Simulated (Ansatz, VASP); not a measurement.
**LiBe2S3 in VASP and in Ansatz**

```
Li Be S
1.0
     3.33994    0.00000    0.00000
    -1.66997    2.89247    0.00000
     0.00000    0.00000    8.18658
Li Be S
1 2 3
Direct
  0.00000 0.00000 0.50000
  0.66667 0.33333 0.13803
  0.33333 0.66667 0.86197
  0.00000 0.00000 0.00000
  0.33333 0.66667 0.27606
  0.66667 0.33333 0.72394
```

Alike in both runs: task single point; functional PBE; k mesh 6 × 6 × 2; occupations gaussian, width 0.1 eV; no spin polarisation.

```csv
,VASP,Ansatz
version,VASP 6.6.1,Ansatz 0.2.0
potentials or method,"VASP PAW PBE potentials, release 64 (Li_sv, Be, S), cutoff 520 eV","scalar-relativistic, plane waves, PAW"
valence electrons in the cell,25,25
```

Ansatz gave:

```
gap on the k mesh at the Fermi level (eV) : none
rms of the force components (eV/Å)        : 0.715
```

Task: Which values does VASP return?

Result: gap on the k mesh at the Fermi level (eV): none; rms of the force components (eV/Å): 0.714.

Atom by atom the forces differ by 0.002 eV/Å (rms over components). A gap of «none» marks a metal or a gap that the smearing closes. The functional is the same, so the differences come from potentials, cutoffs and numerics.

The k mesh is coarse, so the values compare programs but aren't converged. Noted on VASP's run: the cutoff is under 1.25 times that of the potentials, so the pressure is a little rough.
